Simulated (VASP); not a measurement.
# BaTiO3 (Amm2) in VASP: notebook

The runs below take BaTiO3 through single point, with PBE+U.

All numbers are computed with VASP 6.6.1; they aren't measurements. Logs are shortened: lines on timing, memory, paths and dates and some standing lists are left out, and cuts for length are marked.

### 1 The cell of the first run

The structure is orthorhombic, space group Amm2 (No. 38). Conventional cell: a = 4.231 Å, b = 6.066 Å, c = 5.179 Å, α = 90.00°, β = 90.00°, γ = 90.00°. Ba (site symmetry mm2) has 12 O at 2.50 to 3.03 Å and 2 Ti at 3.30 Å within 3.3 Å. Within 2.5 Å of Ti (site symmetry mm2) lie 6 O at 1.87 to 2.13 Å. Within 2.8 Å of O (site symmetry mm2) lie 2 Ti at 2.12 Å and 2 Ba at 2.50 to 2.67 Å. Within 2.5 Å of O (site symmetry m) lie 2 Ti at 1.87 to 2.13 Å.

### 2 Single point, PBE+U

The input, INCAR:

```
SYSTEM = BaTiO3
ALGO = Normal ; EDIFF = 1E-6
ENCUT = 520 ; GGA = PE
ISIF = 2 ; ISMEAR = 0
LASPH = .TRUE. ; LCHARG = .FALSE.
LDAU = .TRUE. ; LDAUJ = 0 0 0
LDAUL = -1 2 -1 ; LDAUPRINT = 1
LDAUTYPE = 2 ; LDAUU = 0 4 0
LMAXMIX = 4 ; LREAL = .FALSE.
LWAVE = .FALSE. ; NBANDS = 28
NELM = 150 ; PREC = Accurate
SIGMA = 0.05
```

The input, KPOINTS:

```
k-points
0
G
  6 6 6
  0 0 0
```

The input, POSCAR:

```
BaTiO3
1.0
    4.2313457976      0.0000000000      0.0000000000
    0.0000000000      3.0332289834      2.5895839485
    0.0000000000     -3.0332289834      2.5895839485
Ba Ti O
1 1 3
Direct
    0.0000000000      0.0080771845      0.0080771845
    0.5000000000      0.5197092871      0.5197092871
    0.0000000000      0.4916268390      0.4916268390
    0.5000000000      0.4938075372      0.9829991522
    0.5000000000      0.9829991522      0.4938075372
```

Potentials or basis: VASP PAW PBE potentials, release 64 (Ba_sv, Ti_sv, O).

Launch:

```bash
$ cat potpaw_PBE.64/Ba_sv/POTCAR potpaw_PBE.64/Ti_sv/POTCAR potpaw_PBE.64/O/POTCAR > POTCAR
$ mpirun -np 1 vasp_std > vasp.out
```

OUTCAR:

```text
SYSTEM = BaTiO3
   EDIFF = 1E-6
   ENCUT = 520
   GGA = PE
   ISIF = 2
   ISMEAR = 0
   LASPH = .TRUE.
   LREAL = .FALSE.
   NELM = 150
   PREC = Accurate

 ion  position               nearest neighbor table
   1  0.000  0.008  0.008-   3 2.50   3 2.67   5 2.88   4 2.88   4 2.88   5 2.88   4 2.94   5 2.94
                             5 2.94   4 2.94   3 3.03   3 3.03   2 3.30   2 3.30   2 3.39   2 3.39
   2  0.500  0.520  0.520-   4 1.87   5 1.87   3 2.12   3 2.12   5 2.13   4 2.13   1 3.30   1 3.30
                             1 3.39   1 3.39   1 3.70   1 3.70   1 3.70   1 3.70
   3  0.000  0.492  0.492-   2 2.12   2 2.12   1 2.50   1 2.67   1 3.03   1 3.03
   4  0.500  0.494  0.983-   2 1.87   2 2.13   1 2.88   1 2.88   1 2.94   1 2.94
   5  0.500  0.983  0.494-   2 1.87   2 2.13   1 2.88   1 2.88   1 2.94   1 2.94

  LATTYP: Found a base centered orthorhombic cell.
 ALAT       =     5.1791678970
 B/A-ratio  =     1.1713190396
 C/A-ratio  =     0.8169933630

  Lattice vectors:

 A1 = (   0.0000000000,   3.0332289834,   2.5895839485)
 A2 = (   0.0000000000,  -3.0332289834,   2.5895839485)
 A3 = (   4.2313457976,   0.0000000000,   0.0000000000)

Analysis of symmetry for initial positions (statically):
=====================================================================
 Subroutine PRICEL returns:
 Original cell was already a primitive cell.

 Routine SETGRP: Setting up the symmetry group for a
 base centered orthorhombic supercell.

 Subroutine GETGRP returns: Found  4 space group operations
 (whereof  4 operations were pure point group operations)
 out of a pool of  8 trial point group operations.

The static configuration has the point symmetry C_2v.

Analysis of symmetry for dynamics (positions and initial velocities):
=====================================================================
 Subroutine PRICEL returns:
 Original cell was already a primitive cell.

 Routine SETGRP: Setting up the symmetry group for a
 base centered orthorhombic supercell.

 Subroutine GETGRP returns: Found  4 space group operations
 (whereof  4 operations were pure point group operations)
 out of a pool of  8 trial point group operations.

[... 154 lines left out ...]

  0.1042  0.0000  0.0000  0.0000  0.0000
  0.0000  0.2545  0.0000  0.0000  0.0000
  0.0000  0.0000  0.1362  0.0000 -0.0218
  0.0000  0.0000  0.0000  0.1027  0.0000
  0.0000  0.0000 -0.0218  0.0000  0.2105

spin component  2

  0.1042  0.0000  0.0000  0.0000  0.0000
  0.0000  0.2545  0.0000  0.0000  0.0000
  0.0000  0.0000  0.1362  0.0000 -0.0218
  0.0000  0.0000  0.0000  0.1027  0.0000
  0.0000  0.0000 -0.0218  0.0000  0.2105

 occupancies and eigenvectors

  o =  0.1027  v =  0.0000  0.0000 -0.0000  1.0000 -0.0000  0.0000  0.0000  0.0000  0.0000  0.0000      0.0000  0.0000  0.0000  0.0000  0.0000  0.0000  0.0000  0.0000  0.0000  0.0000
  o =  0.1027  v =  0.0000  0.0000  0.0000  0.0000  0.0000  0.0000  0.0000 -0.0000  1.0000 -0.0000      0.0000  0.0000  0.0000  0.0000  0.0000  0.0000  0.0000  0.0000  0.0000  0.0000
  o =  0.1042  v =  1.0000  0.0000  0.0000  0.0000  0.0000  0.0000  0.0000  0.0000  0.0000  0.0000      0.0000  0.0000  0.0000  0.0000  0.0000  0.0000  0.0000  0.0000  0.0000  0.0000
  o =  0.1042  v =  0.0000  0.0000  0.0000  0.0000  0.0000  1.0000  0.0000  0.0000  0.0000  0.0000      0.0000  0.0000  0.0000  0.0000  0.0000  0.0000  0.0000  0.0000  0.0000  0.0000
  o =  0.1302  v =  0.0000  0.0000 -0.9650 -0.0000 -0.2624  0.0000  0.0000  0.0000  0.0000  0.0000      0.0000  0.0000  0.0000  0.0000  0.0000  0.0000  0.0000  0.0000  0.0000  0.0000
  o =  0.1302  v =  0.0000  0.0000  0.0000  0.0000  0.0000  0.0000  0.0000 -0.9650 -0.0000 -0.2624      0.0000  0.0000  0.0000  0.0000  0.0000  0.0000  0.0000  0.0000  0.0000  0.0000
  o =  0.2164  v =  0.0000  0.0000  0.0000  0.0000  0.0000  0.0000  0.0000 -0.2624  0.0000  0.9650      0.0000  0.0000  0.0000  0.0000  0.0000  0.0000  0.0000  0.0000  0.0000  0.0000
  o =  0.2164  v =  0.0000  0.0000 -0.2624  0.0000  0.9650  0.0000  0.0000  0.0000  0.0000  0.0000      0.0000  0.0000  0.0000  0.0000  0.0000  0.0000  0.0000  0.0000  0.0000  0.0000
  o =  0.2545  v =  0.0000  0.0000  0.0000  0.0000  0.0000  0.0000  1.0000  0.0000  0.0000  0.0000      0.0000  0.0000  0.0000  0.0000  0.0000  0.0000  0.0000  0.0000  0.0000  0.0000
  o =  0.2545  v =  0.0000  1.0000  0.0000  0.0000  0.0000  0.0000  0.0000  0.0000  0.0000  0.0000      0.0000  0.0000  0.0000  0.0000  0.0000  0.0000  0.0000  0.0000  0.0000  0.0000

 number of electron      39.9999989 magnetization

 Free energy of the ion-electron system (eV)
  ---------------------------------------------------
  ext. energy  EPLUGINS =         0.00000000
  ---------------------------------------------------
  free energy    TOTEN  =       -36.51929266 eV

  energy without entropy =      -36.51929266  energy(sigma->0) =      -36.51929266

 E-fermi :   4.4675     XC(G=0): -11.0552

 val. band max:        4.0645487938   @ k =   0.5000   0.5000   0.5000
 cond. band min:       5.7746012452   @ k =   0.0000   0.0000   0.0000
 fundamental gap:      1.7100524514
 Fermi energy:         4.4674516285

 k-point     1 :       0.0000    0.0000    0.0000
  band No.  band energies     occupation
      1     -54.0088      2.00000
      2     -30.2500      2.00000
      3     -30.1932      2.00000
      4     -30.1146      2.00000
      5     -21.2261      2.00000
      6     -13.2588      2.00000
[... 733 lines left out ...]
     27      11.5447      0.00000
     28      12.1811      0.00000

 [... further k-points ...]
[... 5 lines left out ...]
  --------------------------------------------------------------------------------------
  -------------------------------------------------------------------------------------
  Total       -1.8006388     -3.5560181     12.3795643      0.0000000      0.0000000      0.0000000
  in kB      -43.4003746    -85.7098698    298.3817365      0.0000000      0.0000000      0.0000000
  external PRESSURE =      56.4238307 kB  Pullay stress =       0.0000000 kB

 VOLUME and BASIS-vectors are now :
 -----------------------------------------------------------------------------
  energy-cutoff  :      520.00
  volume of cell :       66.47
      direct lattice vectors                 reciprocal lattice vectors
     4.231345798  0.000000000  0.000000000     0.236331429  0.000000000  0.000000000
     0.000000000  3.033228983  2.589583949     0.000000000  0.164840836  0.193081209
     0.000000000 -3.033228983  2.589583949     0.000000000 -0.164840836  0.193081209

 POSITION                                       TOTAL-FORCE (eV/Angst)
 -----------------------------------------------------------------------------------
      0.00000      0.00000      0.04183         0.000000      0.000000     -0.372244
      2.11567      0.00000      2.69166         0.000000      0.000000     -1.023358
      0.00000      0.00000      2.54622         0.000000      0.000000      0.518672
      2.11567     -1.48383      3.82431         0.000000     -0.314492      0.438465
      2.11567      1.48383      3.82431         0.000000      0.314492      0.438465
 -----------------------------------------------------------------------------------
    total drift:                                0.000000      0.000001      0.000254

  FREE ENERGIE OF THE ION-ELECTRON SYSTEM (eV)
  ---------------------------------------------------
  free  energy   TOTEN  =       -36.5192926589 eV

  energy  without entropy=      -36.5192926589  energy(sigma->0) =      -36.51929266
```

OSZICAR:

```text
N       E                     dE             d eps       ncg     rms          rms(c)
DAV:   1     0.442152007671E+03    0.44215E+03   -0.20765E+04  2912   0.154E+03
DAV:   2    -0.321034322792E+01   -0.44536E+03   -0.42680E+03  3400   0.429E+02
DAV:   3    -0.465486714607E+02   -0.43338E+02   -0.42996E+02  4044   0.133E+02
DAV:   4    -0.485995939336E+02   -0.20509E+01   -0.20450E+01  4444   0.250E+01
DAV:   5    -0.486660215970E+02   -0.66428E-01   -0.66412E-01  4064   0.336E+00    0.233E+01
DAV:   6    -0.364777518009E+02    0.12188E+02   -0.59713E+01  4272   0.680E+01    0.940E+00
DAV:   7    -0.366043833720E+02   -0.12663E+00   -0.84532E+00  3784   0.182E+01    0.578E+00
DAV:   8    -0.365297716022E+02    0.74612E-01   -0.13014E+00  3724   0.994E+00    0.249E+00
DAV:   9    -0.365291825059E+02    0.58910E-03   -0.23438E-01  3636   0.363E+00    0.108E+00
DAV:  10    -0.365275010861E+02    0.16814E-02   -0.87245E-02  3576   0.195E+00    0.778E-01
DAV:  11    -0.365211753444E+02    0.63257E-02   -0.64957E-02  3912   0.211E+00    0.344E-01
DAV:  12    -0.365193030240E+02    0.18723E-02   -0.60345E-03  3720   0.729E-01    0.812E-02
DAV:  13    -0.365192844433E+02    0.18581E-04   -0.53879E-04  3724   0.145E-01    0.400E-02
DAV:  14    -0.365192941659E+02   -0.97226E-05   -0.10467E-04  4008   0.948E-02    0.111E-02
DAV:  15    -0.365192925805E+02    0.15854E-05   -0.11899E-05  4144   0.272E-02    0.606E-03
DAV:  16    -0.365192926589E+02   -0.78333E-07   -0.23798E-06  2628   0.124E-02
   1 F= -.36519293E+02 E0= -.36519293E+02  d E =-.871983E-32
```

Run time: 3.5 min. Hardware: 1 thread of AMD EPYC 7R13, shared host; peak memory 0.21 GiB.

What came out:

```
Free energy            : -36.5193 eV
Pressure               : 5.6 GPa
Largest force          : 1.023 eV/Å
Band gap on the k mesh : 1.71 eV, indirect (least direct gap 1.96 eV)
```

Forces on the atoms (eV/Å):
```
Ba   0.000  0.000 -0.372
Ti   0.000  0.000 -1.023
O    0.000  0.000  0.519
O    0.000 -0.314  0.438
O    0.000  0.314  0.438
```

Eigenvalues of the final occupation matrices:
| site | spin | trace | eigenvalues |
| --- | --- | --- | --- |
| site 2 d | 1 | 0.81 | 0.10 0.10 0.13 0.22 0.25 |
| site 2 d | 2 | 0.81 | 0.10 0.10 0.13 0.22 0.25 |

Caveat: spin-orbit coupling is left out, which moves the levels of the heavy elements; forces of over 1 eV/Å act on the atoms, so gaps and moduli don't describe the material at rest. A k mesh can miss the band edges.

[end of part 1 of 2]
